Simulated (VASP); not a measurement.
# CdSe (F-43m) in VASP: notebook

Runs on CdSe. Level: LDA. Tasks: single point.

All numbers are computed with VASP 6.6.1; they aren't measurements. Logs are shortened: lines on timing, memory, paths and dates and some standing lists are left out, and cuts for length are marked.

## Step 1: The cell of the first run

Symmetry: F-43m, No. 216, cubic system. Conventional cell: a = 5.972 Å, b = 5.972 Å, c = 5.972 Å, α = 90.00°, β = 90.00°, γ = 90.00°. Within 3.4 Å of Cd (site symmetry -43m) lie 4 Se at 2.59 Å. Within 3.4 Å of Se (site symmetry -43m) lie 4 Cd at 2.59 Å.

## Step 2: Single point, LDA

Input file INCAR:

```
SYSTEM = CdSe
PREC = Accurate ; ENCUT = 500
EDIFF = 1E-6 ; ISMEAR = 0
SIGMA = 0.01 ; LREAL = .FALSE.
LASPH = .TRUE. ; NELM = 120
ALGO = Normal ; ISIF = 2
LWAVE = .FALSE. ; LCHARG = .FALSE.
NBANDS = 16 ; GGA_COMPAT = .FALSE.
```

Input file KPOINTS:

```
Automatic mesh
0
G
  6 6 6
  0 0 0
```

Input file POSCAR:

```
CdSe
1.0
    0.0000000000      2.9861112681      2.9861112681
    2.9861112681      0.0000000000      2.9861112681
    2.9861112681      2.9861112681      0.0000000000
Cd Se
1 1
Direct
    0.0000000000      0.0000000000      0.0000000000
    0.7500000000      0.7500000000      0.7500000000
```

Potentials or basis: VASP PAW LDA potentials, release 64 (Cd, Se).

Run with:

```
$ cat potpaw_LDA.64/Cd/POTCAR potpaw_LDA.64/Se/POTCAR > POTCAR
$ mpirun -np 1 vasp_std > vasp.out
```

OUTCAR:

```text
SYSTEM = CdSe
   PREC = Accurate
   ENCUT = 500
   EDIFF = 1E-6
   ISMEAR = 0
   LREAL = .FALSE.
   LASPH = .TRUE.
   NELM = 120
   ISIF = 2

 ion  position               nearest neighbor table
   1  0.000  0.000  0.000-   2 2.59   2 2.59   2 2.59   2 2.59
   2  0.750  0.750  0.750-   1 2.59   1 2.59   1 2.59   1 2.59

  LATTYP: Found a face centered cubic cell.
 ALAT       =     5.9722225362

  Lattice vectors:

 A1 = (   0.0000000000,   2.9861112681,   2.9861112681)
 A2 = (   2.9861112681,   0.0000000000,   2.9861112681)
 A3 = (   2.9861112681,   2.9861112681,   0.0000000000)

Analysis of symmetry for initial positions (statically):
=====================================================================
 Subroutine PRICEL returns:
 Original cell was already a primitive cell.

 Routine SETGRP: Setting up the symmetry group for a
 face centered cubic supercell.

 Subroutine GETGRP returns: Found 24 space group operations
 (whereof 24 operations were pure point group operations)
 out of a pool of 48 trial point group operations.

The static configuration has the point symmetry T_d .

Analysis of symmetry for dynamics (positions and initial velocities):
=====================================================================
 Subroutine PRICEL returns:
 Original cell was already a primitive cell.

 Routine SETGRP: Setting up the symmetry group for a
 face centered cubic supercell.

 Subroutine GETGRP returns: Found 24 space group operations
 (whereof 24 operations were pure point group operations)
 out of a pool of 48 trial point group operations.

The dynamic configuration has the point symmetry T_d .

 Subroutine INISYM returns: Found 24 space group operations
 (whereof 24 operations are pure point group operations),
 and found     1 'primitive' translations

----------------------------------------------------------------------------------------

                                     Primitive cell

  volume of cell :      53.2535

  direct lattice vectors                    reciprocal lattice vectors
     0.000000000  2.986111268  2.986111268    -0.167441852  0.167441852  0.167441852
     2.986111268  0.000000000  2.986111268     0.167441852 -0.167441852  0.167441852
     2.986111268  2.986111268  0.000000000     0.167441852  0.167441852 -0.167441852

  length of vectors
     4.222999054  4.222999054  4.222999054     0.290017794  0.290017794  0.290017794

  position of ions in fractional coordinates (direct lattice)
     0.000000000  0.000000000  0.000000000
     0.750000000  0.750000000  0.750000000

  ion indices of the primitive-cell ions
   primitive index   ion index
                 1           1
                 2           2

----------------------------------------------------------------------------------------

 KPOINTS: Automatic mesh

Automatic generation of k-mesh.
 Grid dimensions read from file:
 generate k-points for:    6    6    6

 Generating k-lattice:

  Cartesian coordinates                     Fractional coordinates (reciprocal lattice)
    -0.027906975  0.027906975  0.027906975     0.166666667  0.000000000  0.000000000
     0.027906975 -0.027906975  0.027906975     0.000000000  0.166666667  0.000000000
     0.027906975  0.027906975 -0.027906975     0.000000000  0.000000000  0.166666667

  Length of vectors
     0.048336299  0.048336299  0.048336299

  Shift w.r.t. Gamma in fractional coordinates (k-lattice)
     0.000000000  0.000000000  0.000000000

 Subroutine IBZKPT returns following result:
 ===========================================

 Found     16 irreducible k-points:

 Following reciprocal coordinates:
            Coordinates               Weight
  0.000000  0.000000  0.000000      1.000000
  0.166667  0.000000  0.000000      8.000000
  0.333333  0.000000  0.000000      8.000000
  0.500000  0.000000  0.000000      4.000000
  0.166667  0.166667  0.000000      6.000000
  0.333333  0.166667  0.000000     24.000000
[... 8 lines left out ...]
 -0.333333  0.333333  0.166667     24.000000
 -0.333333  0.500000  0.166667     12.000000
   k-points           NKPTS =     16   k-points in BZ     NKDIM =     16   number of bands    NBANDS=     16
   number of dos      NEDOS =    301   number of ions     NIONS =      2
   total plane-waves  NPLWV =  32768
   dimension x,y,z NGX =    32 NGY =   32 NGZ =   32
   dimension x,y,z NGXF=    64 NGYF=   64 NGZF=   64
   ions per type =               1   1
   NGX,Y,Z   is equivalent  to a cutoff of  12.60, 12.60, 12.60 a.u.
   NGXF,Y,Z  is equivalent  to a cutoff of  25.19, 25.19, 25.19 a.u.
 SYSTEM =  CdSe
   PREC   = accura    normal or accurate (medium, high low for compatibility)
   ISTART =      0    job   : 0-new  1-cont  2-samecut
   ICHARG =      2    charge: 1-file 2-atom 10-const
   ISPIN  =      1    spin polarized calculation?
   LNONCOLLINEAR =      F non collinear calculations
   LSORBIT =      F    spin-orbit coupling
   LASPH  =      T    aspherical Exc in radial PAW
   ENCUT  =  500.0 eV  36.75 Ry    6.06 a.u.   7.70  7.70  7.70*2*pi/ulx,y,z
   NELM   =    120;   NELMIN=  2; NELMDL= -5     # of ELM steps
   EDIFF  = 0.1E-05   stopping-criterion for ELM
   LREAL  =      F    real-space projection
   EDIFFG = 0.1E-04   stopping-criterion for IOM
   NSW    =      0    number of steps for IOM
   IBRION =     -1    ionic relax: 0-MD 1-quasi-New 2-CG
   NFREE  =      0    steps in history (QN), initial steepest desc. (CG)
   ISIF   =      2    stress and relaxation
   ISYM   =      2    0-nonsym 1-usesym 2-fastsym
   POTIM  = 0.5000    time-step for ionic-motion
   TEBEG  =    0.0;   TEEND  =   0.0 temperature during run
   PSTRESS=    0.0 pullay stress
   NELECT =      18.0000    total number of electrons
   NUPDOWN=      -1.0000    fix difference up-down
   EMIN   =  10.00;   EMAX   =-10.00  energy-range for DOS
   EFERMI =   0.00;   METHOD = LEGACY
   ISMEAR =     0;   SIGMA  =   0.01  broadening in eV -4-tet -1-fermi 0-gaus
   EFERMI_NEDOS =   21; number of points for ismear=-14 and -15
   IALGO  =     38    algorithm
   IMIX   =      4    mixing-type and parameters
     AMIX     =   0.40;   BMIX     =  1.00
     AMIX_MAG =   1.60;   BMIX_MAG =  1.00
  volume/ion in A,a.u.               =      26.63       179.69
  Fermi-wavevector in a.u.,A,eV,Ry     =   1.140380  2.155006 17.693929  1.300467
  Thomas-Fermi vector in A             =   2.277082
   LORBIT       =      0    0 simple, 1 ext, 2 COOP (PROOUT), +10 PAW based schemes
   GGA     = CA    functional components
   LHFCALC =     F    Hartree Fock is set to
   AEXX    =    0.0000 exact exchange contribution
   IVDW    =     0    specifies the selected vdW correction
   LEPSILON=     F    determine dielectric tensor
   LRPA    =     F    only Hartree local field effects (RPA)
 non-spin polarized calculation
 Gauss-broadening in eV      SIGMA  =   0.01
  energy-cutoff  :      500.00
  volume of cell :       53.25
 maximum number of plane-waves:      1363
   NGX = 15   NGY = 15   NGZ = 15

 number of electron      17.9999997 magnetization

 Free energy of the ion-electron system (eV)
  ---------------------------------------------------
  ext. energy  EPLUGINS =         0.00000000
  ---------------------------------------------------
  free energy    TOTEN  =        -6.74995213 eV

  energy without entropy =       -6.74995213  energy(sigma->0) =       -6.74995213

 E-fermi :   1.3785     XC(G=0):  -9.5337

 val. band max:        1.2817896547   @ k =   0.0000   0.0000   0.0000
 cond. band min:       1.7535187605   @ k =   0.0000   0.0000   0.0000
 fundamental gap:      0.4717291058
 Fermi energy:         1.3785351013

 k-point     1 :       0.0000    0.0000    0.0000
  band No.  band energies     occupation
      1     -11.6903      2.00000
      2      -6.8833      2.00000
      3      -6.8833      2.00000
      4      -6.8833      2.00000
      5      -6.4417      2.00000
      6      -6.4417      2.00000
[... 8 lines left out ...]
     15      12.4981      0.00000
     16      12.4981      0.00000

 k-point     2 :       0.1667    0.0000    0.0000
  band No.  band energies     occupation
      1     -11.5842      2.00000
      2      -6.8496      2.00000
      3      -6.8496      2.00000
      4      -6.7924      2.00000
      5      -6.4432      2.00000
      6      -6.4432      2.00000
[... 8 lines left out ...]
     15      11.3933      0.00000
     16      11.6762      0.00000

 k-point     3 :       0.3333    0.0000    0.0000
  band No.  band energies     occupation
      1     -11.3679      2.00000
      2      -6.7936      2.00000
      3      -6.7936      2.00000
      4      -6.4547      2.00000
      5      -6.4305      2.00000
      6      -6.4305      2.00000
[... 8 lines left out ...]
     15      11.8592      0.00000
     16      11.8592      0.00000

 k-point     4 :       0.5000    0.0000    0.0000
  band No.  band energies     occupation
      1     -11.2585      2.00000
      2      -6.7738      2.00000
      3      -6.7738      2.00000
      4      -6.4140      2.00000
      5      -6.4140      2.00000
      6      -6.1055      2.00000
[... 8 lines left out ...]
     15      13.5288      0.00000
     16      13.5288      0.00000
[... 172 lines left out ...]
 k-point    14 :       0.5000    0.3333    0.1667
  band No.  band energies     occupation
      1     -11.2282      2.00000
      2      -6.7135      2.00000
      3      -6.7058      2.00000
      4      -6.5313      2.00000
      5      -6.4115      2.00000
      6      -6.1836      2.00000
[... 8 lines left out ...]
     15      13.5323      0.00000
     16      14.5610      0.00000

 k-point    15 :      -0.3333    0.3333    0.1667
  band No.  band energies     occupation
      1     -11.1580      2.00000
      2      -6.7082      2.00000
      3      -6.6724      2.00000
      4      -6.4826      2.00000
      5      -6.4310      2.00000
      6      -5.9450      2.00000
[... 8 lines left out ...]
     15      13.2226      0.00000
     16      14.5048      0.00000

 k-point    16 :      -0.3333    0.5000    0.1667
  band No.  band energies     occupation
      1     -11.1238      2.00000
      2      -6.6747      2.00000
      3      -6.6386      2.00000
      4      -6.5194      2.00000
      5      -6.4105      2.00000
      6      -5.9140      2.00000
[... 8 lines left out ...]
     15      14.1745      0.00000
     16      14.4263      0.00000

------------------------ aborting loop because EDIFF is reached ----------------------------------------

  FORCE on cell =-STRESS in cart. coord.  units (eV):
  Direction    XX          YY          ZZ          XY          YZ          ZX
  --------------------------------------------------------------------------------------
  -------------------------------------------------------------------------------------
  Total        0.5377851      0.5377851      0.5377851      0.0000000      0.0000000      0.0000000
  in kB       16.1797346     16.1797346     16.1797346      0.0000000      0.0000000      0.0000000
  external PRESSURE =      16.1797346 kB  Pullay stress =       0.0000000 kB

 VOLUME and BASIS-vectors are now :
 -----------------------------------------------------------------------------
  energy-cutoff  :      500.00
  volume of cell :       53.25
      direct lattice vectors                 reciprocal lattice vectors
     0.000000000  2.986111268  2.986111268    -0.167441852  0.167441852  0.167441852
     2.986111268  0.000000000  2.986111268     0.167441852 -0.167441852  0.167441852
     2.986111268  2.986111268  0.000000000     0.167441852  0.167441852 -0.167441852

 POSITION                                       TOTAL-FORCE (eV/Angst)
 -----------------------------------------------------------------------------------
      0.00000      0.00000      0.00000         0.000000     -0.000000     -0.000000
      4.47917      4.47917      4.47917        -0.000000      0.000000      0.000000
 -----------------------------------------------------------------------------------
    total drift:                                0.000000      0.000000      0.000000

  FREE ENERGIE OF THE ION-ELECTRON SYSTEM (eV)
  ---------------------------------------------------
  free  energy   TOTEN  =        -6.7499521284 eV

  energy  without entropy=       -6.7499521284  energy(sigma->0) =       -6.74995213
```

Wall time 15 s (1 thread of Intel Xeon 6975P-C, shared host); peak memory 0.16 GiB.

What came out:

| Quantity | Value |
| --- | --- |
| Free energy | -6.7500 eV |
| Pressure | 1.6 GPa |
| Band gap on the k mesh | 0.47 eV, direct |

(Continued in part 2 of 2.)
